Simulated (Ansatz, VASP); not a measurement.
One calculation of MgO, two programs

Contents of POSCAR:

```
MgO
1.0
    2.5126437946      0.0000000000      0.0000000000
    0.0000000000      2.6233491278      0.0000000000
    0.0000000000      0.0000000000      2.6233491278
Mg O
1 1
Direct
    0.0000000000      0.0000000000      0.0000000000
    0.5000000000      0.5000000000      0.5000000000
```

INCAR.step1

```
PREC     = Accurate       # precision mode
ENCUT    = 750            # plane-wave cutoff, eV
ISMEAR   = 0              # smearing method
SIGMA    = 0.01           # smearing width, eV
LREAL    = F              # projectors in reciprocal space
LASPH    = T              # aspherical terms in the spheres
NELM     = 120            # most SCF steps
NBANDS   = 15             # bands
GGA      = PE             # functional
ALGO     = Normal         # electronic algorithm
EDIFF    = 1E-5           # SCF threshold, eV
LWAVE    = T              # write WAVECAR
LCHARG   = F              # write CHGCAR
GGA_COMPAT= F
```

Contents of INCAR.step2:

```
PREC     = Accurate       # precision mode
ENCUT    = 750            # plane-wave cutoff, eV
EDIFF    = 1E-6           # SCF threshold, eV
ISMEAR   = 0              # smearing method
SIGMA    = 0.01           # smearing width, eV
LREAL    = F              # projectors in reciprocal space
LASPH    = T              # aspherical terms in the spheres
NELM     = 120            # most SCF steps
ALGO     = Normal         # electronic algorithm
ISIF     = 2              # what is computed and relaxed
LWAVE    = F              # write WAVECAR
LCHARG   = F              # write CHGCAR
METAGGA  = R2SCAN         # meta-GGA
LMIXTAU  = T            
NBANDS   = 15             # bands
ISTART   = 1            
GGA_COMPAT= F
```

File KPOINTS:

```
regular mesh
0
Gamma
  10 10 10
```

Input for Ansatz:

```yaml
crystal:
  lattice:
    - [2.5126437946, 0.0, 0.0]
    - [0.0, 2.6233491278, 0.0]
    - [0.0, 0.0, 2.6233491278]
  atoms:
    - { symbol: Mg, position: [0.0, 0.0, 0.0] }
    - { symbol: O, position: [0.5, 0.5, 0.5] }
kpoints:
  mp_grid: { grid: [10, 10, 10] }
  band_path:
    path:
      - [0.0, 0.0, 0.0]
      - [0.0, 0.5, 0.0]
      - [0.5, 0.5, 0.0]
      - [0.5, 0.5, 0.5]
      - [0.0, 0.5, 0.5]
    npoints: 1
hamiltonian:
  xc: r2scan
scf:
  occupations: { method: fixed }
  n_extra_bands: 4
output:
  forces: true
  stress: true
  eigenvalues: true
```

Change from the starting cell: uniaxial_x strain -4.2%.

Alike in both runs: task single point; functional r2SCAN; k mesh 10 × 10 × 10; no spin polarisation.

|  | VASP | Ansatz |
| --- | --- | --- |
| version | VASP 6.6.1 | Ansatz 0.2.0 |
| potentials or method | VASP PAW PBE potentials, release 64 (Mg_sv, O) | plane waves, PAW |
| plane-wave cutoff (eV) | 750 | 500 |
| occupations | gaussian, width 0.01 eV | fixed |
| valence electrons in the cell | 16 | 16 |

VASP gave:

| Property | Result |
| --- | --- |
| gap on the k mesh at the Fermi level (eV) | 3.56 |
| pressure (GPa) | 7.4 |
| traceless stress, the component that is largest in VASP (GPa) | 21.36 |

Problem. Which values does Ansatz return?

Solution. gap on the k mesh at the Fermi level (eV): 3.53; pressure (GPa): 7.8; traceless stress, the component that is largest in VASP (GPa): 21.70.

VASP's potentials were made for PBE, not for r2SCAN.
